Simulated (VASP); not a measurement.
The system is Al.

```
CELL_PARAMETERS angstrom
2.65935 0.00000 0.00000
-1.32968 2.30307 0.00000
0.00000 0.00000 4.30815
ATOMIC_POSITIONS crystal
Al 0.33333 0.66667 0.25000
Al 0.66667 0.33333 0.75000
```

* Program: VASP 6.6.1
* Task: relaxation of cell and atoms
* Functional: PBE
* Potentials or basis: VASP PAW PBE potentials, release 64 (Al)
* Cutoff: 600 eV
* k mesh: 18 × 18 × 10
* Occupations: fermi-dirac, width 0.03 eV
* Spin: no spin polarisation

At the start: pressure 28.7 GPa; volume 13.19 Å³/atom.

Q: Where does the relaxation end?

A: Over 5 steps the energy falls by 250.0 meV/atom and the volume is 16.63 Å³/atom (+26.1 %); space group P6_3/mmc (No. 194, to 0.05 Å).

The path:
```
step  energy change (eV)  largest force (eV/Å)  pressure (GPa)  volume (Å³)
   1              0.0000                0.0000           28.67        26.39
   2             -0.4398                0.0000           -5.53        36.47
   3             -0.4998                0.0000            0.23        33.16
   4             -0.4999                0.0000           -0.10        33.31
   5             -0.4999                0.0000            0.00        33.26
```

Final structure:
```
CELL_PARAMETERS angstrom
2.87082 0.00000 0.00000
-1.43541 2.48620 0.00000
0.00000 0.00000 4.66017
ATOMIC_POSITIONS crystal
Al 0.33333 0.66667 0.25000
Al 0.66667 0.33333 0.75000
```

Caveat: the volume moved by over 15 % at a fixed basis, so the end points are rough.
